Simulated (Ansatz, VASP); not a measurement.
## ScSi2 in VASP and in Ansatz

```
Sc Si
1.0
     3.66000    0.00000    0.00000
    -1.83000    3.16965    0.00000
     0.00000    0.00000    3.87000
Sc Si
1 2
Cartesian
  0.0000 0.0000 0.0000
  0.0915 2.1659 1.9350
  1.7385 1.0037 1.9350
```

Change from the starting cell: shortest bond scaled by 1.1, PAW files.

Alike in both runs: task electric field gradients; functional PBE; k mesh 10 × 10 × 8; occupations fermi-dirac, width 0.05 eV; no spin polarisation.

|  | VASP | Ansatz |
| --- | --- | --- |
| version | VASP 6.6.1 | Ansatz 0.2.0 |
| potentials or method | VASP PAW PBE potentials, release 64 (Sc_sv, Si) | PAW with Ansatz's default frozen-core files, scalar-relativistic |
| plane-wave cutoff (eV) | 520 | 420 |
| valence electrons in the cell | 19 | 19 |

VASP gave:

| Quantity | Value |
| --- | --- |
| pressure (GPa) | 28.8 |
| traceless stress, the component that is largest in VASP (GPa) | -27.78 |
| rms of the force components (eV/Å) | 1.881 |
| size of Vzz on the site where it differs most (V/Å²) | 32.9 |

Q: Estimate Ansatz's values.

A: Pressure (GPa): 28.8; traceless stress, the component that is largest in VASP (GPa): -28.01; rms of the force components (eV/Å): 1.887; size of Vzz on the site where it differs most (V/Å²): 25.9.

Atom by atom the forces differ by 0.006 eV/Å (rms over components). Both programs put the cell under a high pressure, so it lies far from rest at this level.
